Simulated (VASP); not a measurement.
Re: single point with BLYP+D3(BJ)

Crystal: Re.

```xyz
2
Lattice="2.8149 0.0000 0.0000 -1.4075 2.4378 0.0000 0.0000 0.0000 4.5456" Properties=species:S:1:pos:R:3 pbc="T T T"
Re    1.4075    0.8126    3.4092
Re    0.0000    1.6252    1.1364
```

```
Program             : VASP 6.6.1
Task                : single point
Functional          : BLYP
Dispersion          : D3(BJ)
Potentials or basis : VASP PAW PBE potentials, release 64 (Re)
Cutoff              : 520 eV
k mesh              : 11 × 11 × 6
Occupations         : fermi-dirac, width 0.05 eV
Spin                : no spin polarisation
```

```json
{"Pressure": "-15.9 GPa", "Band gap on the k mesh": "zero (bands 7 and 8 overlap by 3.04 eV)", "Dispersion energy per atom": "-1.500 eV"}
```

Stress tensor (GPa, compression positive):
```
-15.57   0.00   0.00
  0.00 -15.57   0.00
  0.00   0.00 -16.53
```

Levels at points of the mesh, in eV from the Fermi level:
| k point | band 5 | band 6 | band 7 | band 8 | band 9 | band 10 |
| --- | --- | --- | --- | --- | --- | --- |
| (0.00, 0.00, 0.00) | -1.49 | -0.74 | -0.74 | 0.11 | 0.11 | 0.81 |
| (0.00, 0.00, 0.50) | -1.61 | -1.61 | -1.61 | -1.61 | 2.26 | 2.26 |

Run time: 50 s on 1 thread of Intel Xeon 8259CL (shared host), peak memory 0.18 GiB.

Caveat: the cell stands under tension; the dispersion term is far too large for a dense solid, which distorts pressure and volume; the PAW data sets were made with another functional, which shifts forces and pressure a little; spin-orbit coupling is left out, which moves the levels of the heavy elements.
